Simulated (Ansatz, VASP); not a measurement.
**HgTe: VASP beside Ansatz**

INCAR

```
ALGO     = Normal         # electronic algorithm
EDIFF    = 1E-8           # SCF threshold, eV
ENCUT    = 520            # plane-wave cutoff, eV
GGA      = PS             # functional
ISIF     = 2              # what is computed and relaxed
ISMEAR   = -1             # smearing method
LASPH    = T              # aspherical terms in the spheres
LCHARG   = F              # write CHGCAR
LEFG     = T            
LREAL    = F              # projectors in reciprocal space
LWAVE    = F              # write WAVECAR
NBANDS   = 16             # bands
NELM     = 60             # most SCF steps
PREC     = Accurate       # precision mode
SIGMA    = 0.08           # smearing width, eV
```

File KPOINTS:

```
k-points
0
Gamma
  10 10 10
```

The input POSCAR:

```
HgTe
1.0
    0.0000000000      2.9215000000      2.9215000000
    2.9215000000      0.0000000000      2.9215000000
    2.9215000000      2.9215000000      0.0000000000
Hg Te
1 1
Direct
    0.0000000000      0.0000000000      0.0000000000
    0.5000000000      0.5000000000      0.5000000000
```

Input for Ansatz:

```yaml
crystal:
  lattice:
    - [0.0, 2.9215, 2.9215]
    - [2.9215, 0.0, 2.9215]
    - [2.9215, 2.9215, 0.0]
  atoms:
    - { symbol: Hg, position: [0.0, 0.0, 0.0] }
    - { symbol: Te, position: [0.5, 0.5, 0.5] }
kpoints:
  mp_grid: { grid: [10, 10, 10] }
  band_path:
    path:
      - [0.0, 0.0, 0.0]
      - [0.5, 0.0, 0.5]
      - [0.625, 0.25, 0.625]
      - [0.375, 0.375, 0.75]
      - [0.0, 0.0, 0.0]
      - [0.5, 0.5, 0.5]
      - [0.5, 0.25, 0.75]
      - [0.5, 0.0, 0.5]
    npoints: 5
scf:
  occupations: { method: fermi_dirac, width: 0.08 }
hamiltonian:
  xc: pbesol
  pseudopotentials: { kind: paw }
output:
  forces: true
  stress: true
  eigenvalues: true
  efg: { contact_densities: true }
```

Alike in both runs: task electric field gradients; functional PBEsol; k mesh 10 × 10 × 10; occupations fermi-dirac, width 0.08 eV; no spin polarisation.

|  | VASP | Ansatz |
| --- | --- | --- |
| version | VASP 6.6.1 | Ansatz 0.2.0 |
| potentials or method | VASP PAW PBE potentials, release 64 (Hg, Te) | PAW with Ansatz's default frozen-core files, scalar-relativistic |
| plane-wave cutoff (eV) | 520 | 420 |
| valence electrons in the cell | 18 | 36 |

|  | VASP | Ansatz | Ansatz less VASP |
| --- | --- | --- | --- |
| pressure (GPa) | 6.3 | 6.0 | -0.32 |

VASP's potentials were made for PBE, not for PBEsol. VASP's potentials hold 18 valence electrons a cell and Ansatz's 36, so a difference there can come from the potentials and not from the codes.

Neither program's run includes spin-orbit coupling.
